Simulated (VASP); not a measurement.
A run of VASP 6.6.1:

INCAR

```
PREC     = Accurate       # precision mode
ENCUT    = 520            # plane-wave cutoff, eV
EDIFF    = 1E-6           # SCF threshold, eV
ISMEAR   = 0              # smearing method
SIGMA    = 0.05           # smearing width, eV
LREAL    = False          # projectors in reciprocal space
LASPH    = True           # aspherical terms in the spheres
NELM     = 60             # most SCF steps
ALGO     = Normal         # electronic algorithm
ISIF     = 2              # what is computed and relaxed
LWAVE    = False          # write WAVECAR
LCHARG   = True           # write CHGCAR
GGA      = PE             # functional
LELF     = True           # ELF
LVHAR    = True         
NBANDS   = 11             # bands
```

Contents of KPOINTS:

```
Automatic mesh
0
Gamma
  10 10 10
```

The input POSCAR:

```
AlN
1.0
    0.0000000000      2.1685632977      2.2015871043
    2.1685632977      0.0000000000      2.2015871043
    2.1685632977      2.1685632977      0.0000000000
Al N
1 1
Direct
    0.0000000000      0.0000000000      0.0000000000
    0.7500000000      0.7500000000      0.7500000000
```

Potentials or basis: VASP PAW PBE potentials, release 64 (Al, N).

Command:

```sh
$ cat potpaw_PBE.64/Al/POTCAR potpaw_PBE.64/N/POTCAR > POTCAR
$ mpirun -np 1 vasp_std > vasp.out
```

Hardware: 1 thread of Intel(R) Xeon(R) 6975P-C (Granite Rapids) (shared host).

Question: How long does it take, and how much memory?

Answer: Run time: 5.9 s on 1 thread of Intel(R) Xeon(R) 6975P-C (Granite Rapids) (shared host), peak memory 0.14 GiB. Counts: scf iterations 12, k points 102.
